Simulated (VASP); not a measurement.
# BaZrO3 (Pm-3m) in VASP: further runs

The runs below take BaZrO3 through vibrations by perturbation theory, with PBEsol.

Everything below comes from runs of VASP 6.6.1. Logs are shortened: lines on timing, memory, paths and dates and some standing lists are left out, and cuts for length are marked.

## 1. The cell of the first run

Symmetry: Pm-3m, No. 221, cubic system. Conventional cell: a = 4.138 Å, b = 4.138 Å, c = 4.138 Å, α = 90.00°, β = 90.00°, γ = 90.00°. Ba (site symmetry m-3m) has 12 O at 2.93 Å and 8 Zr at 3.58 Å within 3.9 Å. Zr (site symmetry m-3m) has 6 O at 2.07 Å within 2.7 Å. Within 2.7 Å of O (site symmetry 4/mmm) lie 2 Zr at 2.07 Å.

## 2. Vibrations by perturbation theory, PBEsol (14.17 Å³/atom)

INCAR reads:

```
SYSTEM = BaZrO3
  PREC = Accurate
  ENCUT = 520
  EDIFF = 1E-8
  ISMEAR = 0
  SIGMA = 0.01
  LREAL = .False.
  LASPH = .True.
  NELM = 80
  ALGO = Normal
  ISIF = 2
  LWAVE = .False.
  LCHARG = .True.
  GGA = PS
  NBANDS = 28
  IBRION = 8
  NSW = 1
```

KPOINTS reads:

```
regular mesh
0
Gamma
  4 4 4
  0 0 0
```

POSCAR reads:

```
BaZrO3
1.0
    4.1383836916      0.0000000000      0.0000000000
    0.0000000000      4.1383836916      0.0000000000
    0.0000000000      0.0000000000      4.1383836916
Ba Zr O
1 1 3
Direct
    0.0000000000      0.0000000000      0.0000000000
    0.5000000000      0.5000000000      0.5000000000
    0.0000000000      0.5000000000      0.5000000000
    0.5000000000      0.0000000000      0.5000000000
    0.5000000000      0.5000000000      0.0000000000
```

Potentials or basis: VASP PAW PBE potentials, release 64 (Ba_sv, Zr_sv, O).

On the command line:

```
cat potpaw_PBE.64/Ba_sv/POTCAR potpaw_PBE.64/Zr_sv/POTCAR potpaw_PBE.64/O/POTCAR > POTCAR
mpirun -np 1 vasp_std > vasp.out
```

OUTCAR:

```text
SYSTEM = BaZrO3
   PREC = Accurate
   ENCUT = 520
   EDIFF = 1E-8
   ISMEAR = 0
   LREAL = .False.
   LASPH = .True.
   NELM = 80
   ISIF = 2
   GGA = PS
   IBRION = 8
   NSW = 1

 ion  position               nearest neighbor table
   1  0.000  0.000  0.000-   3 2.93   4 2.93   5 2.93   3 2.93   4 2.93   3 2.93   5 2.93   3 2.93
                             4 2.93   5 2.93   4 2.93   5 2.93   2 3.58   2 3.58   2 3.58   2 3.58
   2  0.500  0.500  0.500-   3 2.07   4 2.07   5 2.07   5 2.07   4 2.07   3 2.07   1 3.58   1 3.58
                             1 3.58   1 3.58   1 3.58   1 3.58   1 3.58   1 3.58
   3  0.000  0.500  0.500-   2 2.07   2 2.07   1 2.93   1 2.93   1 2.93   1 2.93
   4  0.500  0.000  0.500-   2 2.07   2 2.07   1 2.93   1 2.93   1 2.93   1 2.93
   5  0.500  0.500  0.000-   2 2.07   2 2.07   1 2.93   1 2.93   1 2.93   1 2.93

  LATTYP: Found a simple cubic cell.
 ALAT       =     4.1383836916

  Lattice vectors:

 A1 = (   4.1383836916,   0.0000000000,   0.0000000000)
 A2 = (   0.0000000000,   4.1383836916,   0.0000000000)
 A3 = (   0.0000000000,   0.0000000000,   4.1383836916)

Analysis of symmetry for initial positions (statically):
=====================================================================
 Subroutine PRICEL returns:
 Original cell was already a primitive cell.

 Routine SETGRP: Setting up the symmetry group for a
 simple cubic supercell.

 Subroutine GETGRP returns: Found 48 space group operations
 (whereof 48 operations were pure point group operations)
 out of a pool of 48 trial point group operations.

The static configuration has the point symmetry O_h .

Analysis of symmetry for dynamics (positions and initial velocities):
[... 518 lines left out ...]
  energy without entropy =       -0.36793604

------------------------ aborting loop because EDIFF is reached ----------------------------------------

 INTERNAL STRAIN TENSOR  FOR ION    3  DIRECTION 2   (eV/Angst):
 -----------------------------------------------------------------------------
    -0.04896  0.00000  0.00000
     0.00000  0.04596  0.00000
     0.00000  0.00000 -0.00005

 INTERNAL STRAIN TENSOR FOR ION    5 for displacements in x,y,z  (eV/Angst):
          X           Y           Z          XY          YZ          ZX
  --------------------------------------------------------------------------------
  x     0.00000     0.00000     0.00000     0.00000     0.00000     0.00000
  y     0.00000     0.00000     0.00000     0.00000     0.00000     0.00000
  z     0.00000     0.00000     0.00000     0.00000     0.00000     0.00000

 SECOND DERIVATIVES (NOT SYMMETRIZED)
 ------------------------------------
               1X          1Y          1Z          2X          2Y          2Z          3X          3Y          3Z          4X          4Y          4Z          5X          5Y          5Z
  1X    -4.373311   -0.000000    0.000000    3.757673    0.000000    0.000000    1.179519   -0.000000    0.000000   -0.281940    0.000000    0.000000   -0.281940    0.000000    0.000000
  1Y    -0.000000   -4.373311   -0.000000    0.000000    3.757673    0.000000    0.000000   -0.281940   -0.000000    0.000000    1.179519   -0.000000    0.000000   -0.281940    0.000000
  1Z    -0.000000   -0.000000   -4.373311    0.000000    0.000000    3.757673    0.000000    0.000000   -0.281940   -0.000000    0.000000   -0.281940    0.000000    0.000000    1.179519
  2X     3.752626    0.000000    0.000000   -9.918897   -0.000000   -0.000000    7.250097   -0.000000    0.000000   -0.541913   -0.000000    0.000000   -0.541913    0.000000    0.000000
  2Y     0.000000    3.752626    0.000000   -0.000000   -9.918897   -0.000000   -0.000000   -0.541913    0.000000   -0.000000    7.250097    0.000000    0.000000   -0.541913    0.000000
  2Z    -0.000000    0.000000    3.752626   -0.000000   -0.000000   -9.918897   -0.000000    0.000000   -0.541913    0.000000    0.000000   -0.541913    0.000000   -0.000000    7.250097
  3X     1.182670    0.000000   -0.000000    7.253974    0.000000    0.000000  -15.488117   -0.000000   -0.000000    3.525737    0.000000    0.000000    3.525737   -0.000000    0.000000
  3Y     0.000000   -0.277683    0.000000    0.000000   -0.541094    0.000000    0.000000   -2.143426    0.000000    0.000000    3.520053    0.000000    0.000000   -0.557850    0.000000
  3Z     0.000000    0.000000   -0.277683    0.000000    0.000000   -0.541094    0.000000    0.000000   -2.143426    0.000000    0.000000   -0.557850    0.000000    0.000000    3.520053
  4X    -0.277683    0.000000    0.000000   -0.541094    0.000000    0.000000    3.520053    0.000000    0.000000   -2.143426    0.000000    0.000000   -0.557850    0.000000    0.000000
  4Y    -0.000000    1.182670    0.000000    0.000000    7.253974   -0.000000    0.000000    3.525737   -0.000000   -0.000000  -15.488117    0.000000    0.000000    3.525737   -0.000000
  4Z     0.000000    0.000000   -0.277683    0.000000    0.000000   -0.541094    0.000000    0.000000   -0.557850    0.000000    0.000000   -2.143426    0.000000    0.000000    3.520053
  5X    -0.277683    0.000000    0.000000   -0.541094    0.000000    0.000000    3.520053    0.000000    0.000000   -0.557850    0.000000    0.000000   -2.143426    0.000000    0.000000
  5Y     0.000000   -0.277683    0.000000    0.000000   -0.541094    0.000000    0.000000   -0.557850    0.000000    0.000000    3.520053    0.000000    0.000000   -2.143426    0.000000
  5Z     0.000000    0.000000    1.182670    0.000000    0.000000    7.253974    0.000000   -0.000000    3.525737   -0.000000    0.000000    3.525737    0.000000    0.000000  -15.488117

 Eigenvectors and eigenvalues of the dynamical matrix
 ----------------------------------------------------

   1 f  =   16.470806 THz   103.489124 2PiTHz  549.406936 cm-1    68.117748 meV
             X         Y         Z           dx          dy          dz
      0.000000  0.000000  0.000000     0.000715   -0.018542   -0.000000
      2.069192  2.069192  2.069192     0.007026   -0.182202    0.000000
      0.000000  2.069192  2.069192    -0.035915   -0.220754    0.000000
      2.069192  0.000000  2.069192     0.008512    0.931402    0.000000
      2.069192  2.069192  0.000000     0.008512   -0.220754    0.000000
[... 105 lines left out ...]
  15 f/i=    0.003379 THz     0.021228 2PiTHz    0.112696 cm-1     0.013972 meV
             X         Y         Z           dx          dy          dz
      0.000000  0.000000  0.000000    -0.035092   -0.031994   -0.703481
      2.069192  2.069192  2.069192    -0.028584   -0.026060   -0.573009
      0.000000  2.069192  2.069192    -0.011955   -0.010896   -0.239583
      2.069192  0.000000  2.069192    -0.011951   -0.010900   -0.239583
      2.069192  2.069192  0.000000    -0.011951   -0.010896   -0.239666

--------------------------------------------------------------------------------------------------------

 ELASTIC MODULI CONTR FROM IONIC RELAXATION (kBar)
 Direction    XX          YY          ZZ          XY          YZ          ZX
 --------------------------------------------------------------------------------
 XX           0.0000      0.0000      0.0000      0.0000      0.0000      0.0000
 YY           0.0000      0.0000      0.0000      0.0000      0.0000      0.0000
 ZZ           0.0000      0.0000      0.0000      0.0000      0.0000      0.0000
 XY           0.0000      0.0000      0.0000      0.0000      0.0000      0.0000
 YZ           0.0000      0.0000      0.0000      0.0000      0.0000      0.0000
 ZX           0.0000      0.0000      0.0000      0.0000      0.0000      0.0000
 --------------------------------------------------------------------------------
```

Wall time 11 min (1 thread of Intel Xeon 8259CL, shared host); peak memory 0.32 GiB.

What came out:

| Quantity | Value |
| --- | --- |
| Highest phonon frequency at Γ, LO-TO splitting left out | 549 cm⁻¹ |

Phonon frequencies in cm⁻¹ (negative: imaginary):
```tsv
q point	frequencies
(0.000, 0.000, 0.000)	0 0 0 113 113 113 164 164 164 181 181 181 549 549 549
```

Caveat: the k points lie up to 0.38 Å⁻¹ apart; the cell stands under pressure or tension, which shifts response properties; the PAW data sets were made with another functional, which shifts forces and pressure a little; spin-orbit coupling is left out, which moves the levels of the heavy elements.

## 3. Vibrations by perturbation theory, PBEsol

This run uses another cell than the first one, of 14.61 Å³/atom.

INCAR reads:

```
  PREC = Accurate
  ENCUT = 520
  EDIFF = 1E-8
  ISMEAR = 0
  SIGMA = 0.01
  LREAL = F
  LASPH = T
  NELM = 100
  ALGO = Normal
  ISIF = 2
  LWAVE = F
  LCHARG = F
  GGA = PS
  IBRION = 8
  NSW = 1
```

KPOINTS reads:

```
regular mesh
0
Gamma
  4 4 4
```

Changes to POSCAR since step 2:

```diff
@@ -2,5 +2,5 @@
 1.0
-    4.1383836916      0.0000000000      0.0000000000
-    0.0000000000      4.1383836916      0.0000000000
-    0.0000000000      0.0000000000      4.1383836916
+    4.1806150134      0.0000000000      0.0000000000
+    0.0000000000      4.1806150134      0.0000000000
+    0.0000000000      0.0000000000      4.1806150134
 Ba Zr O
```

Potentials or basis: VASP PAW PBE potentials, release 64 (Ba_sv, Zr_sv, O).

On the command line:

```
cat potpaw_PBE.64/Ba_sv/POTCAR potpaw_PBE.64/Zr_sv/POTCAR potpaw_PBE.64/O/POTCAR > POTCAR
mpirun -np 1 vasp_std > vasp.out
```

OUTCAR:

```text
PREC = Accurate
   ENCUT = 520
   EDIFF = 1E-8
   ISMEAR = 0
   LREAL = F
   LASPH = T
   NELM = 100
   ISIF = 2
   GGA = PS
   IBRION = 8
   NSW = 1

 ion  position               nearest neighbor table
   1  0.000  0.000  0.000-   3 2.96   4 2.96   5 2.96   3 2.96   4 2.96   3 2.96   5 2.96   3 2.96
                             4 2.96   5 2.96   4 2.96   5 2.96   2 3.62   2 3.62   2 3.62   2 3.62
   2  0.500  0.500  0.500-   3 2.09   4 2.09   5 2.09   5 2.09   4 2.09   3 2.09   1 3.62   1 3.62
                             1 3.62   1 3.62   1 3.62   1 3.62   1 3.62   1 3.62
   3  0.000  0.500  0.500-   2 2.09   2 2.09   1 2.96   1 2.96   1 2.96   1 2.96
   4  0.500  0.000  0.500-   2 2.09   2 2.09   1 2.96   1 2.96   1 2.96   1 2.96
   5  0.500  0.500  0.000-   2 2.09   2 2.09   1 2.96   1 2.96   1 2.96   1 2.96

  LATTYP: Found a simple cubic cell.
 ALAT       =     4.1806150134

  Lattice vectors:

 A1 = (   4.1806150134,   0.0000000000,   0.0000000000)
 A2 = (   0.0000000000,   4.1806150134,   0.0000000000)
 A3 = (   0.0000000000,   0.0000000000,   4.1806150134)

Analysis of symmetry for initial positions (statically):
=====================================================================
 Subroutine PRICEL returns:
 Original cell was already a primitive cell.

 Routine SETGRP: Setting up the symmetry group for a
[... 503 lines left out ...]

 SECOND DERIVATIVES (NOT SYMMETRIZED)
 ------------------------------------
               1X          1Y          1Z          2X          2Y          2Z          3X          3Y          3Z          4X          4Y          4Z          5X          5Y          5Z
  1X    -3.722735    0.000000    0.000000    3.485910    0.000000   -0.000000    1.171067   -0.000000    0.000000   -0.467121   -0.000000    0.000000   -0.467121   -0.000000    0.000000
  1Y    -0.000000   -3.722735    0.000000    0.000000    3.485910   -0.000000   -0.000000   -0.467121    0.000000   -0.000000    1.171067    0.000000   -0.000000   -0.467121    0.000000
  1Z    -0.000000   -0.000000   -3.722735    0.000000    0.000000    3.485910   -0.000000   -0.000000   -0.467121   -0.000000   -0.000000   -0.467121   -0.000000   -0.000000    1.171067
  2X     3.482480    0.000000   -0.000000   -8.281781   -0.000000    0.000000    4.941436   -0.000000    0.000000   -0.071067    0.000000    0.000000   -0.071067   -0.000000    0.000000
  2Y     0.000000    3.482480    0.000000    0.000000   -8.281781   -0.000000    0.000000   -0.071067    0.000000   -0.000000    4.941436   -0.000000   -0.000000   -0.071067    0.000000
  2Z     0.000000    0.000000    3.482480    0.000000    0.000000   -8.281781    0.000000   -0.000000   -0.071067   -0.000000    0.000000   -0.071067   -0.000000   -0.000000    4.941436
  3X     1.170038   -0.000000   -0.000000    4.925507   -0.000000   -0.000000  -12.929704    0.000000   -0.000000    3.417080    0.000000   -0.000000    3.417080    0.000000   -0.000000
  3Y     0.000000   -0.468178    0.000000    0.000000   -0.083205    0.000000    0.000000   -2.305993    0.000000    0.000000    3.412932    0.000000    0.000000   -0.555556    0.000000
  3Z     0.000000    0.000000   -0.468178    0.000000    0.000000   -0.083205    0.000000    0.000000   -2.305993    0.000000    0.000000   -0.555556    0.000000    0.000000    3.412932
  4X    -0.468178    0.000000    0.000000   -0.083205    0.000000    0.000000    3.412932    0.000000    0.000000   -2.305993    0.000000    0.000000   -0.555556    0.000000    0.000000
  4Y     0.000000    1.170038   -0.000000   -0.000000    4.925507    0.000000    0.000000    3.417080   -0.000000    0.000000  -12.929704    0.000000    0.000000    3.417080   -0.000000
  4Z     0.000000    0.000000   -0.468178    0.000000    0.000000   -0.083205    0.000000    0.000000   -0.555556    0.000000    0.000000   -2.305993    0.000000    0.000000    3.412932
  5X    -0.468178    0.000000    0.000000   -0.083205    0.000000    0.000000    3.412932    0.000000    0.000000   -0.555556    0.000000    0.000000   -2.305993    0.000000    0.000000
  5Y     0.000000   -0.468178    0.000000    0.000000   -0.083205    0.000000    0.000000   -0.555556    0.000000    0.000000    3.412932    0.000000    0.000000   -2.305993    0.000000
  5Z    -0.000000   -0.000000    1.170038   -0.000000   -0.000000    4.925507    0.000000    0.000000    3.417080    0.000000    0.000000    3.417080    0.000000    0.000000  -12.929704

 Eigenvectors and eigenvalues of the dynamical matrix
 ----------------------------------------------------

   1 f  =   15.215134 THz    95.599508 2PiTHz  507.522251 cm-1    62.924711 meV
             X         Y         Z           dx          dy          dz
      0.000000  0.000000  0.000000     0.002852   -0.025696    0.000000
      2.090308  2.090308  2.090308     0.015349   -0.138297   -0.000000
      0.000000  2.090308  2.090308    -0.101600   -0.254985    0.000000
      2.090308  0.000000  2.090308     0.028300    0.915430   -0.000000
      2.090308  2.090308  0.000000     0.028300   -0.254985    0.000000
[... 105 lines left out ...]
  15 f/i=    0.013058 THz     0.082049 2PiTHz    0.435584 cm-1     0.054006 meV
             X         Y         Z           dx          dy          dz
      0.000000  0.000000  0.000000     0.007998    0.008845   -0.702995
      2.090308  2.090308  2.090308     0.006529    0.007221   -0.573919
      0.000000  2.090308  2.090308     0.002749    0.003053   -0.242644
      2.090308  0.000000  2.090308     0.002760    0.003040   -0.242644
      2.090308  2.090308  0.000000     0.002760    0.003053   -0.241609

--------------------------------------------------------------------------------------------------------

 ELASTIC MODULI CONTR FROM IONIC RELAXATION (kBar)
 Direction    XX          YY          ZZ          XY          YZ          ZX
 --------------------------------------------------------------------------------
 XX           0.0000      0.0000      0.0000      0.0000      0.0000      0.0000
 YY           0.0000      0.0000      0.0000      0.0000      0.0000      0.0000
 ZZ           0.0000      0.0000      0.0000      0.0000      0.0000      0.0000
 XY           0.0000      0.0000      0.0000      0.0000      0.0000      0.0000
 YZ           0.0000      0.0000      0.0000      0.0000      0.0000      0.0000
 ZX           0.0000      0.0000      0.0000      0.0000      0.0000      0.0000
 --------------------------------------------------------------------------------
```

OSZICAR:

```text
N       E                     dE             d eps       ncg     rms          rms(c)
DAV:   1     0.328862669947E+03    0.32886E+03   -0.22579E+04   480   0.164E+03
DAV:   2    -0.291447903665E+02   -0.35801E+03   -0.35411E+03   616   0.397E+02
DAV:   3    -0.499659963209E+02   -0.20821E+02   -0.20800E+02   808   0.944E+01
[... 92 lines left out ...]
RMM:   8    -0.367691005626E+00    0.40773E-05    0.10095E-05  2595   0.302E-03    0.293E-04
RMM:   9    -0.367690581429E+00    0.42420E-06   -0.12739E-06  2695   0.167E-03    0.210E-04
RMM:  10    -0.367691566173E+00   -0.98474E-06    0.22634E-06  2712   0.107E-03    0.762E-05
RMM:  11    -0.367691503083E+00    0.63090E-07    0.35394E-07  2795   0.687E-04    0.356E-05
RMM:  12    -0.367691741230E+00   -0.23815E-06    0.14677E-06  2835   0.487E-04    0.328E-05
RMM:  13    -0.367691732124E+00    0.91065E-08    0.94237E-08  2827   0.351E-04    0.181E-05
 Linear response finished
```

stdout:

```text
POSCAR found type information on POSCAR BaZrO
 POSCAR found :  3 types and       5 ions
 scaLAPACK will be used
 -----------------------------------------------------------------------------
|                                                                             |
|                                                                             |
|     You enforced a specific xc type in the INCAR file but a different       |
|     I HOPE YOU KNOW WHAT YOU ARE DOING!                                     |
|                                                                             |
 -----------------------------------------------------------------------------

 LDA part: xc-table for (Slater+PW92), standard interpolation
 POSCAR, INCAR and KPOINTS ok, starting setup
 FFT: planning ... GRIDC
 FFT: planning ... GRID_SOFT
 FFT: planning ... GRID
 WAVECAR not read
 entering main loop
 Linear response reoptimize wavefunctions to high precision
 Linear response DOF=           4
 Linear response progress:
 first order change of Fermi-energy   0.47339E-04
 force on displaced ion       1 direction 1 :  -3.723   0.000   0.000
 Linear response progress:
 first order change of Fermi-energy   0.19153E-03
 force on displaced ion       2 direction 1 :  -8.282  -0.000  -0.000
 Linear response progress:
 first order change of Fermi-energy  -0.22498E-03
 force on displaced ion       3 direction 1 : -12.930   0.000   0.000
 Linear response progress:
 first order change of Fermi-energy  -0.41491E-04
 force on displaced ion       3 direction 2 :   0.000  -2.306   0.000
 Linear response finished
```

It took 7 min on 1 thread of Intel Xeon 8259CL, shared host; peak memory 0.29 GiB.

Results:

```yaml
Highest_phonon_frequency_at_Γ_LO-TO_splitting_left_out: 508 cm⁻¹
```

Phonon frequencies in cm⁻¹ (negative: imaginary):
| q point | frequencies |
| --- | --- |
| (0.000, 0.000, 0.000) | 0 0 0 100 100 100 172 172 172 181 181 181 508 508 508 |

Caveat: the k points lie up to 0.38 Å⁻¹ apart; the cell stands under pressure or tension, which shifts response properties; the PAW data sets were made with another functional, which shifts forces and pressure a little; spin-orbit coupling is left out, which moves the levels of the heavy elements.

[end of part 1 of 2]
